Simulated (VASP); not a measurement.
The system is AlAg.

```
Al Ag
1.0
     2.92639    0.00000    0.00000
    -1.46319    2.53433    0.00000
     0.00000    0.00000    4.42760
Al Ag
1 1
Direct
  0.00000 0.00000 0.50000
  0.66667 0.33333 0.00000
```

```yaml
Program: VASP 6.6.1
Task: relaxation of cell and atoms
Functional: PBEsol
Potentials_or_basis: VASP PAW PBE potentials, release 64 (Al, Ag)
Cutoff: 600 eV
k_mesh: 9 × 9 × 5
Occupations: fermi-dirac, width 0.05 eV
Spin: no spin polarisation
```

At the start: pressure -1.6 GPa; volume 16.42 Å³/atom.

Problem. How do energy, volume and symmetry change on relaxing?

Solution. Over 5 steps the energy falls by 4.1 meV/atom and the volume is 16.19 Å³/atom (-1.4 %); space group P-6m2 (No. 187, to 0.1 Å) before and after.

Step by step:
```csv
step,energy change (eV),largest force (eV/Å),pressure (GPa),volume (Å³)
1,0.0000,0.0000,-1.56,32.84
2,-0.0067,0.0000,1.02,32.08
3,-0.0068,0.0000,0.63,32.18
4,-0.0081,0.0000,0.14,32.35
5,-0.0081,0.0000,0.01,32.39
```

Final structure:
```xyz
2
Lattice="2.9373 0.0000 0.0000 -1.4686 2.5438 0.0000 0.0000 0.0000 4.3347" Properties=species:S:1:pos:R:3 pbc="T T T"
Al    0.0000    0.0000    2.1673
Ag    1.4686    0.8479    4.3347
```

Caveat: the PAW data sets were made with another functional, which shifts forces and pressure a little.
